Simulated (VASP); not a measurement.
# HgTe (wurtzite type): single point with PBE

The system is HgTe (wurtzite type).

```
Hg Te
1.0
     4.33323    0.00000    0.00000
    -2.16661    3.75268    0.00000
     0.00000    0.00000    7.24270
Hg Te
2 2
Cartesian
  0.0000 2.5018 0.0277
  2.1666 1.2509 3.6490
  0.0000 2.5018 2.6956
  2.1666 1.2509 6.3169
```

This cell differs from its parent crystal: volume scaled by 0.8.

* Program: VASP 6.6.1
* Task: single point
* Functional: PBE
* Potentials or basis: VASP PAW PBE potentials, release 64 (Hg, Te)
* Cutoff: 520 eV
* k mesh: 8 × 8 × 5
* Occupations: fermi-dirac, width 0.05 eV
* Spin: no spin polarisation

| Item | Value |
| --- | --- |
| Pressure | 13.6 GPa |
| Band gap on the k mesh | zero (filled and empty bands touch) |

Levels at points of the mesh, in eV from the Fermi level:
```tsv
k point	band 14	band 15	band 16	band 17	band 18	band 19	band 20	band 21	band 22	band 23
(0.00, 0.00, 0.00)	-1.31	-1.31	-0.41	-0.23	-0.02	-0.02	0.69	3.93	3.93	3.94
(0.50, 0.00, 0.00)	-5.47	-4.12	-2.91	-2.28	-1.28	1.63	1.65	3.75	4.72	5.05
```

Wall time 39 s on 1 thread of Intel(R) Xeon(R) 6975P-C (Granite Rapids) (shared host), peak memory 0.27 GiB.

Caveat: spin-orbit coupling is left out, which moves the levels of the heavy elements.
